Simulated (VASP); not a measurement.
# CaH2Pt: single point with PBE

Crystal: CaH2Pt.

```
CELL_PARAMETERS angstrom
3.56852 0.00000 0.00000
-1.78426 3.09043 0.00000
0.00000 0.00000 5.93600
ATOMIC_POSITIONS crystal
Ca 0.00000 0.00000 0.00000
H 0.33333 0.66667 0.00000
H 0.66667 0.33333 0.00000
Pt 0.00000 0.00000 0.50000
```

The cell was built from a structure type or drawn by symmetry, and may not be a known phase.

```
Program                : VASP 6.6.1
Task                   : single point
Functional             : PBE
Potentials or basis    : VASP PAW PBE potentials, release 64 (Ca_sv, H, Pt)
Cutoff                 : 520 eV
k mesh                 : 6 × 6 × 4
Occupations            : gaussian, width 0.1 eV
Spin                   : no spin polarisation
Dipole correction      : no
Further INCAR settings : ALGO = Normal; EDIFF = 1e-06; NBANDS = 19
```

```yaml
Pressure: 0.1 GPa
Band_gap_on_the_k_mesh: zero (bands 11 and 12 overlap by 0.27 eV)
```

Stress tensor (GPa, compression positive):
```
0.19 0.00 0.00
0.00 0.19 0.00
0.00 0.00 0.04
```

Levels at points of the mesh, in eV from the Fermi level:
| k point | band 9 | band 10 | band 11 | band 12 | band 13 | band 14 |
| --- | --- | --- | --- | --- | --- | --- |
| (0.00, 0.00, 0.00) | -0.80 | -0.19 | -0.19 | 2.42 | 2.97 | 5.24 |
| (0.50, 0.00, 0.00) | -0.87 | -0.37 | 0.16 | 1.94 | 3.32 | 4.77 |
| (0.00, 0.00, 0.50) | -0.80 | -0.14 | -0.14 | 2.72 | 2.98 | 5.21 |
| (0.50, 0.00, 0.50) | -0.42 | -0.31 | 0.16 | 1.82 | 2.11 | 4.44 |

It took 20 s on 1 thread of Intel(R) Xeon(R) 6975P-C (Granite Rapids), on a shared host, peak memory 0.2 GiB.

Caveat: spin-orbit coupling is left out, which moves the levels of the heavy elements.
